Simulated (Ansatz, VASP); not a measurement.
# TaN: VASP beside Ansatz

```
CELL_PARAMETERS angstrom
2.93611 0.00000 0.00000
-1.46805 2.54274 0.00000
0.00000 0.00000 2.88470
ATOMIC_POSITIONS crystal
Ta 0.00000 0.00000 0.50000
N 0.66667 0.33333 0.00000
```

Alike in both runs: functional r2SCAN; k mesh 12 × 12 × 12; occupations fermi-dirac, width 0.08 eV; no spin polarisation.

Ansatz relaxed the structure, and its values are those at the end. VASP's run is a single point on that final structure, the one shown.

|  | VASP | Ansatz |
| --- | --- | --- |
| version | VASP 6.6.1 | Ansatz 0.2.0 |
| potentials or method | VASP PAW PBE potentials, release 64 (Ta_pv, N) | PAW with Ansatz's default frozen-core files, scalar-relativistic |
| plane-wave cutoff (eV) | 520 | 500 |
| valence electrons in the cell | 16 | 18 |

|  | VASP | Ansatz | Ansatz less VASP |
| --- | --- | --- | --- |
| pressure (GPa) | 1.6 | 0.0 | -1.62 |

VASP's potentials were made for PBE, not for r2SCAN. VASP's potentials hold 16 valence electrons a cell and Ansatz's 18, so a difference there can come from the potentials and not from the codes.

Spin-orbit coupling is off throughout.
